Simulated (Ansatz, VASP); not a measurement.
**One calculation of AgCl, two programs**

```xyz
2
Lattice="3.4792 0.0000 0.0000 0.0000 3.4792 0.0000 0.0000 0.0000 3.4792" Properties=species:S:1:pos:R:3 pbc="T T T"
Ag    0.0000    0.0000    0.0000
Cl    1.7396    1.7396    1.7396
```

Change from the starting cell: volume scaled by 1.04.

Alike in both runs: task single point; functional PBEsol; k mesh 9 × 9 × 9; occupations fermi-dirac, width 0.01 eV; no spin polarisation.

|  | VASP | Ansatz |
| --- | --- | --- |
| version | VASP 6.6.1 | Ansatz 0.2.0 |
| potentials or method | VASP PAW PBE potentials, release 64 (Ag, Cl), cutoff 520 eV | all-electron LAPW, scalar-relativistic |

Ansatz gave:

```
gap on the k mesh at the Fermi level (eV) : 0.44
pressure (GPa)                            : -5.9
```

Question: Which values does VASP return?

Answer: gap on the k mesh at the Fermi level (eV): 0.43; pressure (GPa): -6.0.

VASP's potentials were made for PBE, not for PBEsol. Ansatz ran all-electron here, and VASP with PAW potentials.
